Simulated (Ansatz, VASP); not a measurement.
# Pd: VASP beside Ansatz

```
CELL_PARAMETERS angstrom
2.71482 0.00000 0.00000
-1.35741 2.35111 0.00000
0.00000 0.00000 4.53761
ATOMIC_POSITIONS crystal
Pd 0.33333 0.66667 0.25000
Pd 0.66667 0.33333 0.75000
```

Alike in both runs: task single point; functional BLYP; k mesh 14 × 14 × 8; occupations fermi-dirac, width 0.1 eV; no spin polarisation.

|  | VASP | Ansatz |
| --- | --- | --- |
| version | VASP 6.6.1 | Ansatz 0.2.0 |
| potentials or method | VASP PAW PBE potentials, release 64 (Pd), cutoff 520 eV | plane waves (420 eV) with PAW, scalar-relativistic |
| valence electrons in the cell | 20 | 36 |

|  | VASP | Ansatz | Ansatz less VASP |
| --- | --- | --- | --- |
| pressure (GPa) | 24.4 | 23.9 | -0.49 |
| traceless stress, the component that is largest in VASP (GPa) | -0.91 | -0.84 | +0.071 |

VASP's potentials were made for PBE, not for BLYP. The functional is the same, so the differences come from potentials, cutoffs and numerics. VASP's potentials hold 20 valence electrons a cell and Ansatz's 36, so a difference there can come from the potentials and not from the codes.
